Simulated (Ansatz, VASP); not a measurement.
# Cd3Se: VASP beside Ansatz

```
Cd Se
1.0
    -2.01337    2.01337    6.00481
     2.01337   -2.01337    6.00481
     2.01337    2.01337   -6.00481
Cd Se
3 1
Cartesian
  0.0000 0.0000 6.0048
  2.0134 0.0000 3.0024
  0.0000 2.0134 3.0024
  0.0000 0.0000 0.0000
```

Alike in both runs: task single point; functional LDA; k mesh 9 × 9 × 9; occupations fermi-dirac, width 0.05 eV; no spin polarisation.

```csv
,VASP,Ansatz
version,VASP 6.6.1,Ansatz 0.2.0
potentials or method,"VASP PAW LDA potentials, release 64 (Cd, Se)",Ansatz PAW
plane-wave cutoff (eV),520,420
valence electrons in the cell,42,76
```

Ansatz gave:

```
gap on the k mesh at the Fermi level (eV)                     : none
pressure (GPa)                                                : -4.4
traceless stress, the component that is largest in VASP (GPa) : 1.91
```

**Question.** Estimate VASP's values.

**Answer.** gap on the k mesh at the Fermi level (eV): none; pressure (GPa): -4.0; traceless stress, the component that is largest in VASP (GPa): 1.67.

LDA's correlation is that of Perdew and Zunger in VASP and of Perdew and Wang (1992) in Ansatz. A gap of «none» marks a metal or a gap that the smearing closes. VASP's potentials hold 42 valence electrons a cell and Ansatz's 76, so a difference there can come from the potentials and not from the codes.
